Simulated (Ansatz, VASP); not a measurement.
**One calculation of Sc, two programs**

```
CELL_PARAMETERS angstrom
3.30900 0.00000 0.00000
-1.65450 2.86568 0.00000
0.00000 0.00000 5.06237
ATOMIC_POSITIONS crystal
Sc 0.66667 0.33333 0.75000
Sc 0.33333 0.66667 0.25000
```

Change from the starting cell: strain_z = -0.04.

Alike in both runs: task single point; functional PBEsol; k mesh 9 × 9 × 5; occupations fermi-dirac, width 0.05 eV; no spin polarisation.

```csv
,VASP,Ansatz
version,VASP 6.6.1,Ansatz 0.2.0
potentials or method,"VASP PAW PBE potentials, release 64 (Sc_sv), cutoff 500 eV","all-electron LAPW, scalar-relativistic"
```

```csv
,VASP,Ansatz,Ansatz less VASP
gap on the k mesh at the Fermi level (eV),none,none,-
pressure (GPa),-0.8,-0.8,+0.01
"traceless stress, the component that is largest in VASP (GPa)",0.82,0.82,-0.004
```

VASP's potentials were made for PBE, not for PBEsol. A gap of «none» marks a metal or a gap that the smearing closes. Ansatz ran all-electron here, and VASP with PAW potentials.
